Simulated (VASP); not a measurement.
AlAs:

```
Al As
1.0
     0.00000    2.86381    2.86381
     2.86381    0.00000    2.86381
     2.86381    2.86381    0.00000
Al As
1 1
Direct
  0.00000 0.00000 0.00000
  0.25000 0.25000 0.25000
```

| Property | Result |
| --- | --- |
| Program | VASP 6.6.1 |
| Task | relaxation of cell and atoms |
| Functional | LDA |
| Potentials or basis | VASP PAW LDA potentials, release 64 (Al, As) |
| Cutoff | 500 eV |
| k mesh | 8 × 8 × 8 |
| Occupations | gaussian, width 0.02 eV |
| Spin | no spin polarisation |

At the start: pressure -3.2 GPa; volume 23.49 Å³/atom.

Problem. How do energy, volume and symmetry change on relaxing?

Solution. Over 3 steps the energy falls by 11.5 meV/atom and the volume is 22.40 Å³/atom (-4.6 %); space group F-43m (No. 216, to 0.05 Å).

The path:
| step | energy change (eV) | largest force (eV/Å) | pressure (GPa) | volume (Å³) |
| --- | --- | --- | --- | --- |
| 1 | 0.0000 | 0.0000 | -3.25 | 46.97 |
| 2 | -0.0176 | 0.0000 | 1.77 | 43.81 |
| 3 | -0.0230 | 0.0000 | -0.01 | 44.80 |

Final structure:
```yaml
crystal:
  lattice:
    - [0.00000, 2.81888, 2.81888]
    - [2.81888, 0.00000, 2.81888]
    - [2.81888, 2.81888, 0.00000]
  atoms:
    - { symbol: Al, position: [0.00000, 0.00000, 0.00000] }
    - { symbol: As, position: [0.25000, 0.25000, 0.25000] }
```
